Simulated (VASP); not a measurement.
# Pb in VASP: a series of runs

Runs on Pb. Level: PBEsol. Tasks: single point.

All numbers are computed with VASP 6.6.1; they aren't measurements. Logs are shortened: lines on timing, memory, paths and dates and some standing lists are left out, and cuts for length are marked.

**1. The cell of the first run**

It takes space group Fd-3m (No. 227, cubic). The conventional cell has a = 6.534 Å, b = 6.534 Å, c = 6.534 Å, α = 90.00°, β = 90.00°, γ = 90.00°. Pb (site symmetry -43m) has 4 Pb at 2.83 Å within 3.7 Å.

This isn't the form of Pb at room conditions, which is fcc.

**2. Single point, PBEsol (strain -0.050 along x and y, -0.050 along z)**

INCAR

```
ALGO = Normal
EDIFF = 1E-6
ENCUT = 520
GGA = PS
ISIF = 2
ISMEAR = 0
LASPH = True
LCHARG = False
LREAL = False
LWAVE = False
NBANDS = 21
NELM = 80
PREC = Accurate
SIGMA = 0.15
```

KPOINTS

```
k-points
0
Gamma
  12 12 12
```

POSCAR

```
Pb
1.0
    0.0000000000      3.2670500527      3.2670500527
    3.2670500527      0.0000000000      3.2670500527
    3.2670500527      3.2670500527      0.0000000000
Pb
2
Direct
    0.5000000000      0.5000000000      0.5000000000
    0.7500000000      0.7500000000      0.7500000000
```

Potentials or basis: VASP PAW PBE potentials, release 64 (Pb_d).

Run with:

```
cat potpaw_PBE.64/Pb_d/POTCAR > POTCAR
mpirun -np 1 vasp_std > vasp.out
```

OUTCAR:

```text
EDIFF = 1E-6
   ENCUT = 520
   GGA = PS
   ISIF = 2
   ISMEAR = 0
   LASPH = True
   LREAL = False
   NELM = 80
   PREC = Accurate

 ion  position               nearest neighbor table
   1  0.500  0.500  0.500-   2 2.83   2 2.83   2 2.83   2 2.83
   2  0.750  0.750  0.750-   1 2.83   1 2.83   1 2.83   1 2.83

  LATTYP: Found a face centered cubic cell.
 ALAT       =     6.5341001054

  Lattice vectors:

 A1 = (   0.0000000000,   3.2670500527,   3.2670500527)
 A2 = (   3.2670500527,   0.0000000000,   3.2670500527)
 A3 = (   3.2670500527,   3.2670500527,   0.0000000000)

Analysis of symmetry for initial positions (statically):
=====================================================================
 Subroutine PRICEL returns:
 Original cell was already a primitive cell.

 Routine SETGRP: Setting up the symmetry group for a
 face centered cubic supercell.

 Subroutine GETGRP returns: Found 48 space group operations
 (whereof 24 operations were pure point group operations)
 out of a pool of 48 trial point group operations.

The static configuration has the point symmetry T_d .
 The point group associated with its full space group is O_h .

Analysis of symmetry for dynamics (positions and initial velocities):
=====================================================================
 Subroutine PRICEL returns:
 Original cell was already a primitive cell.

 Routine SETGRP: Setting up the symmetry group for a
 face centered cubic supercell.

 Subroutine GETGRP returns: Found 48 space group operations
 (whereof 24 operations were pure point group operations)
 out of a pool of 48 trial point group operations.

The dynamic configuration has the point symmetry T_d .
 The point group associated with its full space group is O_h .

 Subroutine INISYM returns: Found 48 space group operations
 (whereof 24 operations are pure point group operations),
 and found     1 'primitive' translations

----------------------------------------------------------------------------------------

                                     Primitive cell

  volume of cell :      69.7425

  direct lattice vectors                    reciprocal lattice vectors
     0.000000000  3.267050053  3.267050053    -0.153043263  0.153043263  0.153043263
     3.267050053  0.000000000  3.267050053     0.153043263 -0.153043263  0.153043263
     3.267050053  3.267050053  0.000000000     0.153043263  0.153043263 -0.153043263

  length of vectors
     4.620306493  4.620306493  4.620306493     0.265078707  0.265078707  0.265078707

  position of ions in fractional coordinates (direct lattice)
     0.500000000  0.500000000  0.500000000
     0.750000000  0.750000000  0.750000000

  ion indices of the primitive-cell ions
   primitive index   ion index
                 1           1
                 2           2

----------------------------------------------------------------------------------------

 KPOINTS: k-points

Automatic generation of k-mesh.
 Grid dimensions read from file:
 generate k-points for:   12   12   12

 Generating k-lattice:

  Cartesian coordinates                     Fractional coordinates (reciprocal lattice)
    -0.012753605  0.012753605  0.012753605     0.083333333  0.000000000  0.000000000
     0.012753605 -0.012753605  0.012753605     0.000000000  0.083333333  0.000000000
     0.012753605  0.012753605 -0.012753605     0.000000000  0.000000000  0.083333333

  Length of vectors
     0.022089892  0.022089892  0.022089892

  Shift w.r.t. Gamma in fractional coordinates (k-lattice)
     0.000000000  0.000000000  0.000000000

 Subroutine IBZKPT returns following result:
 ===========================================

 Found     72 irreducible k-points:

 Following reciprocal coordinates:
            Coordinates               Weight
  0.000000  0.000000  0.000000      1.000000
  0.083333  0.000000  0.000000      8.000000
  0.166667  0.000000  0.000000      8.000000
  0.250000  0.000000  0.000000      8.000000
  0.333333  0.000000  0.000000      8.000000
  0.416667  0.000000  0.000000      8.000000
[... 16 lines left out ...]
  0.500000  0.166667  0.000000     24.000000
 -0.416667  0.166667  0.000000     24.000000
 [... further k-points ...]
   k-points           NKPTS =     72   k-points in BZ     NKDIM =     72   number of bands    NBANDS=     21
   number of dos      NEDOS =    301   number of ions     NIONS =      2
   total plane-waves  NPLWV =  46656
   dimension x,y,z NGX =    36 NGY =   36 NGZ =   36
   dimension x,y,z NGXF=    72 NGYF=   72 NGZF=   72
   ions per type =               2
   NGX,Y,Z   is equivalent  to a cutoff of  12.95, 12.95, 12.95 a.u.
   NGXF,Y,Z  is equivalent  to a cutoff of  25.91, 25.91, 25.91 a.u.
 SYSTEM =  unknown system
   PREC   = accura    normal or accurate (medium, high low for compatibility)
   ISTART =      0    job   : 0-new  1-cont  2-samecut
   ICHARG =      2    charge: 1-file 2-atom 10-const
   ISPIN  =      1    spin polarized calculation?
   LNONCOLLINEAR =      F non collinear calculations
   LSORBIT =      F    spin-orbit coupling
   LASPH  =      T    aspherical Exc in radial PAW
   ENCUT  =  520.0 eV  38.22 Ry    6.18 a.u.   8.59  8.59  8.59*2*pi/ulx,y,z
   NELM   =     80;   NELMIN=  2; NELMDL= -5     # of ELM steps
   EDIFF  = 0.1E-05   stopping-criterion for ELM
   LREAL  =      F    real-space projection
   EDIFFG = 0.1E-04   stopping-criterion for IOM
   NSW    =      0    number of steps for IOM
   IBRION =     -1    ionic relax: 0-MD 1-quasi-New 2-CG
   NFREE  =      0    steps in history (QN), initial steepest desc. (CG)
   ISIF   =      2    stress and relaxation
   ISYM   =      2    0-nonsym 1-usesym 2-fastsym
   POTIM  = 0.5000    time-step for ionic-motion
   TEBEG  =    0.0;   TEEND  =   0.0 temperature during run
   PSTRESS=    0.0 pullay stress
   NELECT =      28.0000    total number of electrons
   NUPDOWN=      -1.0000    fix difference up-down
   EMIN   =  10.00;   EMAX   =-10.00  energy-range for DOS
   EFERMI =   0.00;   METHOD = LEGACY
   ISMEAR =     0;   SIGMA  =   0.15  broadening in eV -4-tet -1-fermi 0-gaus
   EFERMI_NEDOS =   21; number of points for ismear=-14 and -15
   IALGO  =     38    algorithm
   IMIX   =      4    mixing-type and parameters
     AMIX     =   0.40;   BMIX     =  1.00
     AMIX_MAG =   1.60;   BMIX_MAG =  1.00
  volume/ion in A,a.u.               =      34.87       235.32
  Fermi-wavevector in a.u.,A,eV,Ry     =   1.207707  2.282236 19.844874  1.458557
  Thomas-Fermi vector in A             =   2.343337
   LORBIT       =      0    0 simple, 1 ext, 2 COOP (PROOUT), +10 PAW based schemes
   GGA     = PS    functional components
   LHFCALC =     F    Hartree Fock is set to
   AEXX    =    0.0000 exact exchange contribution
   IVDW    =     0    specifies the selected vdW correction
   LEPSILON=     F    determine dielectric tensor
   LRPA    =     F    only Hartree local field effects (RPA)
 non-spin polarized calculation
 Gauss-broadening in eV      SIGMA  =   0.15
  energy-cutoff  :      520.00
  volume of cell :       69.74
 maximum number of plane-waves:      1899
   NGX = 17   NGY = 17   NGZ = 17

 number of electron      28.0000003 magnetization

 Free energy of the ion-electron system (eV)
  ---------------------------------------------------
  ext. energy  EPLUGINS =         0.00000000
  ---------------------------------------------------
  free energy    TOTEN  =        -7.09372079 eV

  energy without entropy =       -7.08838656  energy(sigma->0) =       -7.09105367

 E-fermi :   5.7222     XC(G=0):  -9.3032

 val. band max:        5.7176322192   @ k =   0.0833   0.0833   0.0000
 cond. band min:       5.7785697696   @ k =  -0.4167   0.0833   0.0000
 fundamental gap:      0.0609375504
 Fermi energy:         5.7222048594

 k-point     1 :       0.0000    0.0000    0.0000
  band No.  band energies     occupation
      1     -11.8442      2.00000
      2     -11.8442      2.00000
      3     -11.8442      2.00000
      4     -11.7372      2.00000
      5     -11.7372      2.00000
      6     -11.1060      2.00000
[... 13 lines left out ...]
     20      13.6861      0.00000
     21      13.6861      0.00000

 k-point     2 :       0.0833    0.0000    0.0000
  band No.  band energies     occupation
      1     -11.8566      2.00000
      2     -11.8566      2.00000
      3     -11.8423      2.00000
      4     -11.7200      2.00000
      5     -11.7200      2.00000
      6     -11.1216      2.00000
[... 13 lines left out ...]
     20      13.3467      0.00000
     21      13.3536      0.00000

 k-point     3 :       0.1667    0.0000    0.0000
  band No.  band energies     occupation
      1     -11.8784      2.00000
      2     -11.8784      2.00000
      3     -11.8372      2.00000
      4     -11.6855      2.00000
      5     -11.6855      2.00000
      6     -11.1493      2.00000
[... 13 lines left out ...]
     20      13.0007      0.00000
     21      13.0008      0.00000

 k-point     4 :       0.2500    0.0000    0.0000
  band No.  band energies     occupation
      1     -11.8961      2.00000
      2     -11.8961      2.00000
      3     -11.8300      2.00000
      4     -11.6524      2.00000
      5     -11.6524      2.00000
      6     -11.1732      2.00000
[... 13 lines left out ...]
     20      13.0028      0.00000
     21      13.0028      0.00000

 k-point     5 :       0.3333    0.0000    0.0000
  band No.  band energies     occupation
      1     -11.9067      2.00000
      2     -11.9067      2.00000
      3     -11.8226      2.00000
      4     -11.6293      2.00000
      5     -11.6293      2.00000
      6     -11.1883      2.00000
[... 13 lines left out ...]
     20      13.4164      0.00000
     21      13.4164      0.00000

 k-point     6 :       0.4167    0.0000    0.0000
  band No.  band energies     occupation
      1     -11.9115      2.00000
      2     -11.9115      2.00000
      3     -11.8171      2.00000
      4     -11.6176      2.00000
      5     -11.6176      2.00000
      6     -11.2083      2.00000
[... 13 lines left out ...]
     20      14.0825      0.00000
     21      14.0825      0.00000

 k-point     7 :       0.5000    0.0000    0.0000
  band No.  band energies     occupation
      1     -11.9128      2.00000
      2     -11.9128      2.00000
      3     -11.8150      2.00000
      4     -11.6144      2.00000
      5     -11.6144      2.00000
      6     -11.2156      2.00000
[... 13 lines left out ...]
     20      14.3028      0.00000
     21      14.5013      0.00000
[... 291 lines left out ...]
      1     -11.9029      2.00000
      2     -11.8850      2.00000
      3     -11.8554      2.00000
      4     -11.6614      2.00000
      5     -11.5864      2.00000
      6     -11.3193      2.00000
[... 13 lines left out ...]
     20      12.6128      0.00000
     21      14.3172      0.00000

 k-point    21 :       0.3333    0.1667    0.0000
  band No.  band energies     occupation
      1     -11.9297      2.00000
      2     -11.8998      2.00000
      3     -11.8276      2.00000
      4     -11.6289      2.00000
      5     -11.5537      2.00000
      6     -11.3522      2.00000
[... 13 lines left out ...]
     20      13.3575      0.00000
     21      14.4300      0.00000

 k-point    22 :       0.4167    0.1667    0.0000
  band No.  band energies     occupation
      1     -11.9499      2.00000
      2     -11.9124      2.00000
      3     -11.7958      2.00000
      4     -11.5987      2.00000
      5     -11.5413      2.00000
      6     -11.3598      2.00000
[... 13 lines left out ...]
     20      14.2530      0.00000
     21      14.8085      0.00000

 k-point    23 :       0.5000    0.1667    0.0000
  band No.  band energies     occupation
      1     -11.9611      2.00000
      2     -11.9226      2.00000
      3     -11.7677      2.00000
      4     -11.5726      2.00000
      5     -11.5522      2.00000
      6     -11.3427      2.00000
[... 13 lines left out ...]
     20      14.2633      0.00000
     21      14.7225      0.00000

 k-point    24 :      -0.4167    0.1667    0.0000
  band No.  band energies     occupation
      1     -11.9617      2.00000
      2     -11.9301      2.00000
      3     -11.7523      2.00000
      4     -11.5786      2.00000
      5     -11.5533      2.00000
      6     -11.3101      2.00000
[... 13 lines left out ...]
     20      13.3950      0.00000
     21      13.8999      0.00000

 [... further k-points ...]
[... 5 lines left out ...]
  --------------------------------------------------------------------------------------
  -------------------------------------------------------------------------------------
  Total        3.2657793      3.2657793      3.2657793      0.0000000      0.0000000      0.0000000
  in kB       75.0239718     75.0239718     75.0239718      0.0000000      0.0000000      0.0000000
  external PRESSURE =      75.0239718 kB  Pullay stress =       0.0000000 kB

 VOLUME and BASIS-vectors are now :
 -----------------------------------------------------------------------------
  energy-cutoff  :      520.00
  volume of cell :       69.74
      direct lattice vectors                 reciprocal lattice vectors
     0.000000000  3.267050053  3.267050053    -0.153043263  0.153043263  0.153043263
     3.267050053  0.000000000  3.267050053     0.153043263 -0.153043263  0.153043263
     3.267050053  3.267050053  0.000000000     0.153043263  0.153043263 -0.153043263

 POSITION                                       TOTAL-FORCE (eV/Angst)
 -----------------------------------------------------------------------------------
      3.26705      3.26705      3.26705        -0.000000     -0.000000     -0.000000
      4.90058      4.90058      4.90058         0.000000      0.000000      0.000000
 -----------------------------------------------------------------------------------
    total drift:                                0.000000      0.000000      0.000000

  FREE ENERGIE OF THE ION-ELECTRON SYSTEM (eV)
  ---------------------------------------------------
  free  energy   TOTEN  =        -7.0937207882 eV

  energy  without entropy=       -7.0883865595  energy(sigma->0) =       -7.09105367
```

It took 36 s on 1 thread of Intel Xeon 6975P-C (Granite Rapids), shared host; peak memory 0.24 GiB.

What came out:

| Quantity | Value |
| --- | --- |
| Free energy | -7.0937 eV |
| Pressure | 7.5 GPa |
| Band gap on the k mesh | zero (bands 14 and 15 overlap by 1.39 eV) |

Levels at points of the mesh, in eV from the Fermi level:
| k point | band 12 | band 13 | band 14 | band 15 | band 16 | band 17 |
| --- | --- | --- | --- | --- | --- | --- |
| (0.00, 0.00, 0.00) | -3.09 | 0.45 | 0.45 | 0.45 | 2.49 | 2.49 |
| (0.50, 0.00, 0.00) | -7.49 | -0.97 | -0.97 | -0.94 | 3.69 | 3.69 |
| (0.50, 0.50, 0.00) | -8.96 | -2.49 | -2.49 | 0.71 | 0.71 | 8.14 |

Caveat: the cell differs from its parent crystal (strain -0.050 along x and y, -0.050 along z); the cell stands under pressure; the PAW data sets were made with another functional, which shifts forces and pressure a little; spin-orbit coupling is left out, which moves the levels of the heavy elements.

[end of part 1 of 2]
